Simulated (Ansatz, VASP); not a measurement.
## Two plane-wave programs on BaF2

```
Ba F
1.0
     0.00000    3.09736    3.09736
     3.09736    0.00000    3.09736
     3.09736    3.09736    0.00000
Ba F
1 2
Cartesian
  0.0000 0.0000 0.0000
  1.5487 1.5487 1.5487
  4.6460 4.6460 4.6460
```

Alike in both runs: task single point; functional r2SCAN; k mesh 6 × 6 × 6; occupations gaussian, width 0.02 eV; no spin polarisation.

|  | VASP | Ansatz |
| --- | --- | --- |
| version | VASP 6.6.1 | Ansatz 0.2.0 |
| potentials or method | VASP PAW PBE potentials, release 64 (Ba_sv, F), cutoff 660 eV | scalar-relativistic, plane waves, PAW |
| valence electrons in the cell | 24 | 24 |

VASP gave:

```
gap on the k mesh at the Fermi level (eV) : 7.36
least direct gap on the mesh (eV)         : 7.43
pressure (GPa)                            : 0.9
```

Problem. What did Ansatz give for the same quantities?

Solution. gap on the k mesh at the Fermi level (eV): 7.44; least direct gap on the mesh (eV): 7.52; pressure (GPa): 0.0.

VASP's potentials were made for PBE, not for r2SCAN.

Spin-orbit coupling is off throughout.
